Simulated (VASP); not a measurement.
# Ta5W (Pmmm) in VASP: further runs, part 2 of 2

VASP 6.6.1.

## Step 5: Relaxation of cell and atoms, PBE

This run uses another cell than the first one, of 16.85 Å³/atom.

Contents of INCAR:

```
PREC = Accurate ; ENCUT = 600
EDIFF = 1E-7 ; ISMEAR = 0
SIGMA = 0.1 ; LREAL = False
LASPH = True ; NELM = 60
ALGO = Fast ; ISIF = 3
LWAVE = False ; LCHARG = False
GGA = PE ; IBRION = 2
NSW = 90 ; EDIFFG = -0.04
```

Contents of KPOINTS:

```
Automatic mesh
0
Gamma
  6 4 2
```

Contents of POSCAR:

```
Ta5W
1.0
    2.8778601500      0.0000000000      0.0000000000
    0.0000000000      4.0699088500      0.0000000000
    0.0000000000      0.0000000000      8.6335804400
Ta W
5 1
Direct
    0.0000000000      0.0000000000      0.8333333300
    0.5000000000      0.5000000000      0.0000000000
    0.0000000000      0.0000000000      0.1666666700
    0.5000000000      0.5000000000      0.3333333300
    0.5000000000      0.5000000000      0.6666666700
    0.0000000000      0.0000000000      0.5000000000
```

Potentials or basis: VASP PAW PBE potentials, release 64 (Ta_pv, W_sv).

On the command line:

```
$ cat potpaw_PBE.64/Ta_pv/POTCAR potpaw_PBE.64/W_sv/POTCAR > POTCAR
$ mpirun -np 1 vasp_std > vasp.out
```

OUTCAR:

```text
PREC = Accurate
   ENCUT = 600
   EDIFF = 1E-7
   ISMEAR = 0
   LREAL = False
   LASPH = True
   NELM = 60
   ISIF = 3
   GGA = PE
   IBRION = 2
   NSW = 90
   EDIFFG = -0.04

 ion  position               nearest neighbor table
   1  0.000  0.000  0.833-   6 2.88   5 2.88   5 2.88   5 2.88   5 2.88   2 2.88   2 2.88   2 2.88
                             2 2.88   3 2.88
   2  0.500  0.500  0.000-   4 2.88   5 2.88   1 2.88   3 2.88   1 2.88   3 2.88   1 2.88   3 2.88
                             1 2.88   3 2.88
   3  0.000  0.000  0.167-   6 2.88   4 2.88   4 2.88   4 2.88   4 2.88   2 2.88   2 2.88   2 2.88
                             2 2.88   1 2.88
   4  0.500  0.500  0.333-   2 2.88   3 2.88   3 2.88   3 2.88   3 2.88   6 2.88   6 2.88   6 2.88
                             6 2.88   5 2.88
   5  0.500  0.500  0.667-   2 2.88   1 2.88   1 2.88   1 2.88   1 2.88   6 2.88   6 2.88   6 2.88
                             6 2.88   4 2.88
   6  0.000  0.000  0.500-   1 2.88   3 2.88   4 2.88   5 2.88   4 2.88   5 2.88   4 2.88   5 2.88
                             4 2.88   5 2.88

  LATTYP: Found a simple orthorhombic cell.
 ALAT       =     2.8778601500
 B/A-ratio  =     1.4142135607
 C/A-ratio  =     2.9999999965

  Lattice vectors:

 A1 = (   2.8778601500,   0.0000000000,   0.0000000000)
 A2 = (   0.0000000000,   4.0699088500,   0.0000000000)
 A3 = (   0.0000000000,   0.0000000000,   8.6335804400)

Analysis of symmetry for initial positions (statically):
=====================================================================
 Subroutine PRICEL returns:
 Original cell was already a primitive cell.

 Routine SETGRP: Setting up the symmetry group for a
 simple orthorhombic supercell.

 Subroutine GETGRP returns: Found  8 space group operations
 (whereof  8 operations were pure point group operations)
 out of a pool of  8 trial point group operations.

The static configuration has the point symmetry D_2h.

Analysis of symmetry for dynamics (positions and initial velocities):
=====================================================================
 Subroutine PRICEL returns:
 Original cell was already a primitive cell.

 Routine SETGRP: Setting up the symmetry group for a
 simple orthorhombic supercell.

 Subroutine GETGRP returns: Found  8 space group operations
 (whereof  8 operations were pure point group operations)
 out of a pool of  8 trial point group operations.

The dynamic configuration has the point symmetry D_2h.

 Subroutine INISYM returns: Found  8 space group operations
 (whereof  8 operations are pure point group operations),
 and found     1 'primitive' translations

----------------------------------------------------------------------------------------

                                     Primitive cell

  volume of cell :     101.1219

  direct lattice vectors                    reciprocal lattice vectors
     2.877860150  0.000000000  0.000000000     0.347480401  0.000000000  0.000000000
     0.000000000  4.069908850  0.000000000     0.000000000  0.245705748  0.000000000
     0.000000000  0.000000000  8.633580440     0.000000000  0.000000000  0.115826801

  length of vectors
     2.877860150  4.069908850  8.633580440     0.347480401  0.245705748  0.115826801

  position of ions in fractional coordinates (direct lattice)
     0.000000000  0.000000000  0.833333330
[... 46 lines left out ...]
  0.500000  0.000000  0.000000      1.000000
  0.000000  0.250000  0.000000      2.000000
  0.166667  0.250000  0.000000      4.000000
[... 16 lines left out ...]
  0.333333  0.500000  0.500000      2.000000
  0.500000  0.500000  0.500000      1.000000
   k-points           NKPTS =     24   k-points in BZ     NKDIM =     24   number of bands    NBANDS=     41
   number of dos      NEDOS =    301   number of ions     NIONS =      6
   total plane-waves  NPLWV =  60480
   dimension x,y,z NGX =    24 NGY =   36 NGZ =   70
   dimension x,y,z NGXF=    48 NGYF=   72 NGZF=  140
   ions per type =               5   1
   NGX,Y,Z   is equivalent  to a cutoff of  13.86, 14.71, 13.48 a.u.
   NGXF,Y,Z  is equivalent  to a cutoff of  27.73, 29.41, 26.96 a.u.
 SYSTEM =  unknown system
   PREC   = accura    normal or accurate (medium, high low for compatibility)
   ISTART =      0    job   : 0-new  1-cont  2-samecut
   ICHARG =      2    charge: 1-file 2-atom 10-const
   ISPIN  =      1    spin polarized calculation?
   LNONCOLLINEAR =      F non collinear calculations
   LSORBIT =      F    spin-orbit coupling
   LASPH  =      T    aspherical Exc in radial PAW
   ENCUT  =  600.0 eV  44.10 Ry    6.64 a.u.   5.75  8.13 17.24*2*pi/ulx,y,z
   NELM   =     60;   NELMIN=  2; NELMDL= -5     # of ELM steps
   EDIFF  = 0.1E-06   stopping-criterion for ELM
   LREAL  =      F    real-space projection
   EDIFFG = -.4E-01   stopping-criterion for IOM
   NSW    =     90    number of steps for IOM
   IBRION =      2    ionic relax: 0-MD 1-quasi-New 2-CG
   NFREE  =      1    steps in history (QN), initial steepest desc. (CG)
   ISIF   =      3    stress and relaxation
   ISYM   =      2    0-nonsym 1-usesym 2-fastsym
   POTIM  = 0.5000    time-step for ionic-motion
   TEBEG  =    0.0;   TEEND  =   0.0 temperature during run
   PSTRESS=    0.0 pullay stress
   NELECT =      69.0000    total number of electrons
   NUPDOWN=      -1.0000    fix difference up-down
   EMIN   =  10.00;   EMAX   =-10.00  energy-range for DOS
   EFERMI =   0.00;   METHOD = LEGACY
   ISMEAR =     0;   SIGMA  =   0.10  broadening in eV -4-tet -1-fermi 0-gaus
   EFERMI_NEDOS =   21; number of points for ismear=-14 and -15
   IALGO  =     68    algorithm
   IMIX   =      4    mixing-type and parameters
     AMIX     =   0.40;   BMIX     =  1.00
     AMIX_MAG =   1.60;   BMIX_MAG =  1.00
  volume/ion in A,a.u.               =      16.85       113.73
  Fermi-wavevector in a.u.,A,eV,Ry     =   1.441261  2.723589 28.262491  2.077234
  Thomas-Fermi vector in A             =   2.559913
   LORBIT       =      0    0 simple, 1 ext, 2 COOP (PROOUT), +10 PAW based schemes
   GGA     = PE    functional components
   LHFCALC =     F    Hartree Fock is set to
   AEXX    =    0.0000 exact exchange contribution
   IVDW    =     0    specifies the selected vdW correction
   LEPSILON=     F    determine dielectric tensor
   LRPA    =     F    only Hartree local field effects (RPA)
 conjugate gradient relaxation of ions
 non-spin polarized calculation
 RMM-DIIS sequential band-by-band and
 Gauss-broadening in eV      SIGMA  =   0.10
  energy-cutoff  :      600.00
  volume of cell :      101.12
 maximum number of plane-waves:      3440
 NGX is ok and might be reduce to    24
   NGX = 11   NGY = 17   NGZ = 35

--------------------------------------- Ionic step        1  -------------------------------------------

 number of electron      68.9999993 magnetization

 Free energy of the ion-electron system (eV)
  ---------------------------------------------------
  ext. energy  EPLUGINS =         0.00000000
  ---------------------------------------------------
  free energy    TOTEN  =       -69.65655291 eV

  energy without entropy =      -69.61775977  energy(sigma->0) =      -69.63715634

------------------------ aborting loop because EDIFF is reached ----------------------------------------

  FORCE on cell =-STRESS in cart. coord.  units (eV):
  Direction    XX          YY          ZZ          XY          YZ          ZX
  --------------------------------------------------------------------------------------
  -------------------------------------------------------------------------------------
  Total       13.0191035     13.9306900     12.4509899      0.0000000      0.0000000      0.0000000
  in kB      206.2748855    220.7180759    197.2736846      0.0000000      0.0000000      0.0000000
  external PRESSURE =     208.0888820 kB  Pullay stress =       0.0000000 kB
[... 101 lines left out ...]
  FREE ENERGIE OF THE ION-ELECTRON SYSTEM (eV)
  ---------------------------------------------------
  free  energy   TOTEN  =       -70.2169306861 eV

  energy  without entropy=      -70.1729599220  energy(sigma->0) =      -70.19494530

[... ionic steps 4 to 25 ...]

--------------------------------------- Ionic step       26  -------------------------------------------

 number of electron      69.0000010 magnetization

------------------------ aborting loop because EDIFF is reached ----------------------------------------
[... 75 lines left out ...]
--------------------------------------- Ionic step       28  -------------------------------------------

 number of electron      69.0000011 magnetization

 Free energy of the ion-electron system (eV)
  ---------------------------------------------------
  ext. energy  EPLUGINS =         0.00000000
  ---------------------------------------------------
  free energy    TOTEN  =       -70.99268582 eV

  energy without entropy =      -70.96742646  energy(sigma->0) =      -70.98005614

 E-fermi :   6.1487     XC(G=0): -12.5877

 val. band max:        6.1368437184   @ k =   0.3333   0.5000   0.5000
 cond. band min:       6.1650998060   @ k =   0.0000   0.2500   0.0000
 fundamental gap:      0.0282560876
 Fermi energy:         6.1487065305

 k-point     1 :       0.0000    0.0000    0.0000
  band No.  band energies     occupation
      1     -67.5191      2.00000
      2     -31.7333      2.00000
      3     -31.7221      2.00000
      4     -31.3503      2.00000
      5     -28.1319      2.00000
      6     -28.0945      2.00000
[... 1078 lines left out ...]
  FREE ENERGIE OF THE ION-ELECTRON SYSTEM (eV)
  ---------------------------------------------------
  free  energy   TOTEN  =       -70.9926858220 eV

  energy  without entropy=      -70.9674264629  energy(sigma->0) =      -70.98005614

 reached required accuracy - stopping structural energy minimisation
```

OSZICAR:

```text
N       E                     dE             d eps       ncg     rms          rms(c)
DAV:   1     0.810267134112E+03    0.81027E+03   -0.42298E+04  1968   0.200E+03
DAV:   2    -0.321525020245E+02   -0.84242E+03   -0.82861E+03  2128   0.584E+02
DAV:   3    -0.713248756094E+02   -0.39172E+02   -0.37783E+02  2493   0.110E+02
[... 444 lines left out ...]
RMM:   5    -0.709926832047E+02   -0.49233E-05   -0.57082E-05  2433   0.314E-02    0.234E-02
RMM:   6    -0.709926853658E+02   -0.21611E-05   -0.12270E-05  2239   0.165E-02    0.673E-03
RMM:   7    -0.709926855532E+02   -0.18733E-06   -0.65474E-06  2188   0.131E-02    0.449E-03
RMM:   8    -0.709926857652E+02   -0.21202E-06   -0.16190E-06  1969   0.595E-03    0.289E-03
RMM:   9    -0.709926858220E+02   -0.56821E-07   -0.25044E-07  1261   0.223E-03
  28 F= -.70992686E+02 E0= -.70980056E+02  d E =-.792086E-03
```

It took 25 min on 1 thread of Intel Xeon 6975P-C (Granite Rapids), shared host; peak memory 0.31 GiB.

What came out:

```yaml
Free_energy: -70.9927 eV
Relaxed_volume: 18.28 Å³/atom
Relaxed_cell: a = 2.797 Å, b = 4.681 Å, c = 8.377 Å, α = 90.00°, β = 90.00°, γ = 90.00°
Space_group_after_relaxing_to_0.1_Å: Pmmm (No. 47)
Energy_gained_by_relaxing: 222.7 meV/atom
Ionic_steps: 28
Pressure_after_relaxing: 0.0 GPa
Largest_force_after_relaxing: 0.019 eV/Å
Band_gap_on_the_k_mesh: zero (an odd number of electrons rules out a gap without spin polarisation)
```

Forces on the atoms (eV/Å):
```
Ta   0.000  0.000  0.019
Ta   0.000  0.000  0.000
Ta   0.000  0.000 -0.019
Ta   0.000  0.000  0.000
Ta   0.000  0.000  0.000
W    0.000  0.000  0.000
```

The path:
```
step  energy change (eV)  largest force (eV/Å)  pressure (GPa)  volume (Å³)
   1              0.0000                0.5432           20.81       101.12
   2              2.2377                0.0779          -28.66       136.66
   3             -0.5604                0.3248           -1.52       111.10
   4             -0.5637                0.3379           -0.27       110.41
   5             -0.5637                0.3415            0.09       110.22
   6             -0.5859                0.0947            0.08       110.19
   7             -0.6630                0.4991            0.36       110.04
   8             -0.6284                2.2253            1.92       109.50
   9             -0.7106                1.0078            0.77       109.89
  10             -0.7144                1.2939            1.10       109.80
  11             -0.7165                1.3218            1.10       109.80
  12             -0.7220                1.4073            1.09       109.83
  13             -0.7277                1.5994            1.08       109.86
  14             -0.7363                1.5990            1.00       109.90
  15             -0.7626                1.5945            0.79       109.99
  16             -0.8162                1.5716            0.34       110.18
  17             -0.9236                1.4655           -0.63       110.54
  18             -1.0973                1.1100           -2.52       111.23
  19             -1.1984                0.3720           -4.50       112.43
  20             -1.2636                0.2908           -0.53       110.24
  21             -1.2666                0.2857            0.47       109.72
  22             -1.2958                0.2148            0.24       109.77
  23             -1.3312                0.0577           -0.35       109.90
  24             -1.3314                0.0464           -0.31       109.89
  25             -1.3344                0.0436            0.14       109.62
  26             -1.3353                0.0384            0.53       109.39
  27             -1.3360                0.0107           -0.27       109.79
  28             -1.3361                0.0193           -0.03       109.67
```

Final structure:
```
CELL_PARAMETERS angstrom
2.79669 0.00000 0.00000
0.00000 4.68150 0.00000
0.00000 0.00000 8.37665
ATOMIC_POSITIONS crystal
Ta 0.00000 0.00000 0.83065
Ta 0.50000 0.50000 0.00000
Ta 0.00000 0.00000 0.16935
Ta 0.50000 0.50000 0.33454
Ta 0.50000 0.50000 0.66546
W 0.00000 0.00000 0.50000
```

Caveat: the k points lie up to 0.38 Å⁻¹ apart in the final cell, too coarse for converged energies and pressures of a metal; a cell axis changed by over 15 % at a fixed basis, so the end point is rough; spin-orbit coupling is left out, which moves the levels of the heavy elements.

## Step 6: Overview

| task | cell | k mesh | cutoff (eV) | gap on the mesh (eV) | pressure (GPa) | largest force (eV/Å) |
| --- | --- | --- | --- | --- | --- | --- |
| single point | a = 2.757, b = 4.769, c = 8.303 Å, 6 atoms, atomic positions A | 14 × 8 × 6 | 520 | none | 0.1 | 0.01 |
| single point | a = 2.878, b = 4.070, c = 8.634 Å, 6 atoms, atomic positions B | 6 × 4 × 2 | 520 | none | 20.8 | 0.54 |
| single point | a = 2.798, b = 4.679, c = 8.368 Å, 6 atoms, atomic positions A | 6 × 4 × 2 | 520 | none | 0.2 | 0.01 |
| relaxation of cell and atoms | relaxed from a = 2.878, b = 4.070, c = 8.634 Å, 6 atoms, atomic positions B | 6 × 4 × 2 | 600 | none | 0.0 | 0.02 |

Alike in all rows: level PBE; potentials or basis VASP PAW PBE potentials, release 64 (Ta_pv, W_sv); no spin polarisation; smearing gaussian 0.1 eV.

Caveats: some runs use coarse meshes; spin-orbit coupling is left out, which moves the levels of the heavy elements; a cell axis changed by over 15 % at a fixed basis, so the end point is rough (at least some runs).

Total energies depend on the potentials used, so only differences within one code and one set of settings carry meaning.
